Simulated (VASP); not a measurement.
Write the native input for VASP 6.6.1 that does the following.

```
Task                   : relaxation of cell and atoms
Functional             : PBE
Potentials or basis    : VASP PAW PBE potentials, release 64 (Ga_d)
Cutoff                 : 600 eV
k mesh                 : 10 × 10 × 10
Occupations            : fermi-dirac, width 0.05 eV
Spin                   : no spin polarisation
Target pressure        : 10 GPa
Dipole correction      : no
Further INCAR settings : ALGO = Normal; EDIFF = 1e-06; IBRION = 2; EDIFFG = -0.01; NSW = 60; ISIF = 3
```

The structure of Ga lies in POSCAR:

```
Ga
1.0
    2.7164800000      0.0000000000      0.0000000000
    0.0000000000      2.7164800000      0.0000000000
    0.0000000000      0.0000000000      2.7164800000
Ga
1
Direct
    0.0000000000      0.0000000000      0.0000000000
```

The input as run:

INCAR

```
  PREC = Accurate
  ENCUT = 600
  EDIFF = 1E-6
  ISMEAR = -1
  SIGMA = 0.05
  LREAL = F
  LASPH = T
  NELM = 100
  ALGO = Normal
  ISIF = 3
  LWAVE = F
  LCHARG = F
  GGA = PE
  IBRION = 2
  NSW = 60
  EDIFFG = -0.01
  PSTRESS = 100.0
```

KPOINTS

```
regular mesh
0
Gamma
  10 10 10
```

Potentials or basis: VASP PAW PBE potentials, release 64 (Ga_d).

The run is started by

```console
$ cat potpaw_PBE.64/Ga_d/POTCAR > POTCAR
$ mpirun -np 1 vasp_std > vasp.out
```

It gave:

```json
{"Relaxed volume": "17.38 Å³/atom", "Relaxed cell": "a = 2.590 Å, b = 2.590 Å, c = 2.590 Å, α = 90.00°, β = 90.00°, γ = 90.00°", "Space group after relaxing (to 0.05 Å)": "Pm-3m (No. 221)", "Energy change on relaxing (the enthalpy is what falls)": "+69.7 meV/atom", "Ionic steps": "5", "Pressure after relaxing": "10.0 GPa"}
```

Caveat: the cell is relaxed towards a set pressure, so the enthalpy falls and the energy may rise.

It took 21 s on 1 thread of Intel(R) Xeon(R) Platinum 8259CL CPU @ 2.50GHz (Skylake/Cascade Lake), on a shared host, peak memory 0.15 GiB.
